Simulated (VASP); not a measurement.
The system is Hf3ZnIr.

```xyz
5
Lattice="4.8371 0.0000 0.0000 0.0000 4.8371 0.0000 0.0000 0.0000 4.8371" Properties=species:S:1:pos:R:3 pbc="T T T"
Hf    0.0000    2.4185    2.4185
Hf    2.4185    0.0000    2.4185
Hf    2.4185    2.4185    0.0000
Zn    2.4185    2.4185    2.4185
Ir    0.0000    0.0000    0.0000
```

* Program: VASP 6.6.1
* Task: relaxation of cell and atoms
* Functional: PBE
* Potentials or basis: VASP PAW PBE potentials, release 64 (Hf_pv, Zn, Ir)
* Cutoff: 600 eV
* k mesh: 8 × 8 × 8
* Occupations: gaussian, width 0.1 eV
* Spin: no spin polarisation

At the start: pressure -3.5 GPa; volume 22.63 Å³/atom.

Question: Where does the relaxation end?

Answer: Over 3 steps the energy falls by 8.5 meV/atom and the volume is 21.88 Å³/atom (-3.3 %); space group Pm-3m (No. 221, to 0.05 Å).

Step by step:
```tsv
step	energy change (eV)	largest force (eV/Å)	pressure (GPa)	volume (Å³)
1	0.0000	0.0000	-3.47	113.17
2	0.0129	0.0000	4.48	105.33
3	-0.0424	0.0000	-0.03	109.42
```

Final structure:
```
Hf Zn Ir
1.0
     4.78302    0.00000    0.00000
     0.00000    4.78302    0.00000
     0.00000    0.00000    4.78302
Hf Zn Ir
3 1 1
Direct
  0.00000 0.50000 0.50000
  0.50000 0.00000 0.50000
  0.50000 0.50000 0.00000
  0.50000 0.50000 0.50000
  0.00000 0.00000 0.00000
```
